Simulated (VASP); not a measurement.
SiNi3:

```
CELL_PARAMETERS angstrom
3.50627 0.00000 0.00000
0.00000 3.50627 0.00000
0.00000 0.00000 3.50627
ATOMIC_POSITIONS crystal
Si 0.00000 0.00000 0.00000
Ni 0.00000 0.50000 0.50000
Ni 0.50000 0.00000 0.50000
Ni 0.50000 0.50000 0.00000
```

- Program: VASP 6.6.1
- Task: relaxation of cell and atoms
- Functional: PBEsol
- Potentials or basis: VASP PAW PBE potentials, release 64 (Si, Ni)
- Cutoff: 600 eV
- k mesh: 12 × 12 × 12
- Occupations: gaussian, width 0.1 eV
- Spin: no spin polarisation

At the start: pressure -8.5 GPa; volume 10.78 Å³/atom.

Q: Where does the relaxation end?

A: Over 3 steps the energy falls by 11.2 meV/atom and the volume is 10.37 Å³/atom (-3.8 %); space group Pm-3m (No. 221, to 0.1 Å) before and after.

The path:
```
step  energy change (eV)  largest force (eV/Å)  pressure (GPa)  volume (Å³)
   1              0.0000                0.0000           -8.50        43.11
   2              0.0205                0.0000           11.91        39.64
   3             -0.0449                0.0000           -0.03        41.48
```

Final structure:
```
CELL_PARAMETERS angstrom
3.46173 0.00000 0.00000
0.00000 3.46173 0.00000
0.00000 0.00000 3.46173
ATOMIC_POSITIONS crystal
Si 0.00000 0.00000 0.00000
Ni 0.00000 0.50000 0.50000
Ni 0.50000 0.00000 0.50000
Ni 0.50000 0.50000 0.00000
```

Caveat: the PAW data sets were made with another functional, which shifts forces and pressure a little.
